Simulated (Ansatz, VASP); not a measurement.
## Cd2S: VASP beside Ansatz

Contents of INCAR:

```
PREC = Accurate
ENCUT = 520
EDIFF = 1E-7
ISMEAR = -1
SIGMA = 0.05
LREAL = F
LASPH = T
NELM = 80
ALGO = Normal
ISIF = 2
LWAVE = F
LCHARG = T
GGA = PS
LELF = T
LVHAR = T
NBANDS = 22
```

The input KPOINTS:

```
regular mesh
0
Gamma
  7 7 4
```

File POSCAR:

```
Cd2S
1.0
    3.9360741467      0.0000000000      0.0000000000
   -1.9680370733      3.4087402022      0.0000000000
    0.0000000000      0.0000000000      5.7702029595
Cd S
2 1
Direct
    0.3333333333      0.6666666667      0.9327170000
    0.6666666667      0.3333333333      0.5787350000
    0.3333333333      0.6666666667      0.3657050000
```

File input.yaml:

```yaml
crystal:
  lattice:
    - [3.9360741467, 0.0, 0.0]
    - [-1.9680370733, 3.4087402022, 0.0]
    - [0.0, 0.0, 5.7702029595]
  atoms:
    - { symbol: Cd, position: [0.3333333333, 0.6666666667, 0.932717] }
    - { symbol: Cd, position: [0.6666666667, 0.3333333333, 0.578735] }
    - { symbol: S, position: [0.3333333333, 0.6666666667, 0.365705] }
hamiltonian:
  xc: pbesol
  pseudopotentials: { kind: paw }
kpoints:
  mp_grid: { grid: [7, 7, 4] }
scf:
  occupations: { method: fermi_dirac, width: 0.05 }
output:
  forces: true
  stress: true
  eigenvalues: true
  write_density: true
  write_potential: true
  elf: true
  volumetric_format: npy
```

Alike in both runs: task single point; functional PBEsol; k mesh 7 × 7 × 4; occupations fermi-dirac, width 0.05 eV; no spin polarisation.

|  | VASP | Ansatz |
| --- | --- | --- |
| version | VASP 6.6.1 | Ansatz 0.2.0 |
| potentials or method | VASP PAW PBE potentials, release 64 (Cd, S) | Ansatz PAW |
| plane-wave cutoff (eV) | 520 | 420 |
| valence electrons in the cell | 30 | 46 |

|  | VASP | Ansatz | Ansatz less VASP |
| --- | --- | --- | --- |
| gap on the k mesh at the Fermi level (eV) | 0.51 | 0.51 | +0.003 |
| least direct gap on the mesh (eV) | 0.86 | 0.86 | -0.003 |
| pressure (GPa) | -2.0 | -2.4 | -0.31 |
| traceless stress, the component that is largest in VASP (GPa) | -0.18 | -0.28 | -0.094 |
| rms of the force components (eV/Å) | 0.024 | 0.027 | +0.0031 |

VASP's potentials were made for PBE, not for PBEsol. Atom by atom the forces differ by 0.012 eV/Å (rms over components). With one functional, cell and mesh, what is left measures potentials, basis and numerics. VASP's potentials hold 30 valence electrons a cell and Ansatz's 46, so a difference there can come from the potentials and not from the codes.

Noted on Ansatz's run: odd divisions of the mesh miss points on the zone boundary, where band edges often lie, so the gap on the mesh can be too wide.
